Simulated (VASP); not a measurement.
## Li2Se: relaxation of the atoms with PBEsol

The system is Li2Se.

```
CELL_PARAMETERS angstrom
-0.01486 2.96495 2.96495
2.96495 -0.01486 2.96495
2.96495 2.96495 -0.01486
ATOMIC_POSITIONS crystal
Li 0.25000 0.25000 0.25000
Li 0.75000 0.75000 0.75000
Se 0.00000 0.00000 0.00000
```

This cell differs from its parent crystal: equal xy, yz and zx engineering shears of -0.5 %.

```json
{"Program": "VASP 6.6.1", "Task": "relaxation of the atoms", "Functional": "PBEsol", "Potentials or basis": "VASP PAW PBE potentials, release 64 (Li_sv, Se)", "Cutoff": "650 eV", "k mesh": "6 × 6 × 6", "Occupations": "gaussian, width 0.01 eV", "Spin": "no spin polarisation", "Dipole correction": "no", "Further INCAR settings": "ALGO = Normal; EDIFF = 1e-07; IBRION = 2; EDIFFG = -0.002; NSW = 50"}
```

```yaml
Energy_gained_by_relaxing: 0.0 meV/atom
Ionic_steps: 5
Pressure_after_relaxing: 0.0 GPa
Band_gap_on_the_k_mesh: 2.79 eV (least direct gap 3.35 eV)
```

Stress tensor (GPa, compression positive):
```
-0.02  0.14  0.14
 0.14 -0.02  0.14
 0.14  0.14 -0.02
```

Final structure:
```
Li Se
1.0
    -0.01486    2.96495    2.96495
     2.96495   -0.01486    2.96495
     2.96495    2.96495   -0.01486
Li Se
2 1
Direct
  0.25039 0.25039 0.25039
  0.74961 0.74961 0.74961
  0.00000 0.00000 0.00000
```

Levels at points of the mesh, in eV from the valence-band top:
```tsv
k point	band 2	band 3	band 4	band 5	band 6	band 7	band 8	band 9	band 10
(0.00, 0.00, 0.00)	-43.97	-11.51	-0.03	-0.03	0.00	3.35	5.53	5.53	5.62
(0.50, 0.00, 0.00)	-43.98	-11.13	-3.06	-0.57	-0.56	5.13	5.88	5.91	7.88
(0.50, 0.50, 0.00)	-43.98	-11.01	-2.39	-1.56	-1.52	2.79	6.19	10.39	10.40
(0.50, 0.50, 0.50)	-43.98	-11.11	-3.06	-0.60	-0.60	5.12	5.84	5.84	7.88
```

It took 100 s on 1 thread of Intel Xeon 8259CL, with other jobs on the host, peak memory 0.21 GiB.

Caveat: the cell differs from its parent crystal (equal xy, yz and zx engineering shears of -0.5 %); the PAW data sets were made with another functional, which shifts forces and pressure a little. A k mesh can miss the band edges.
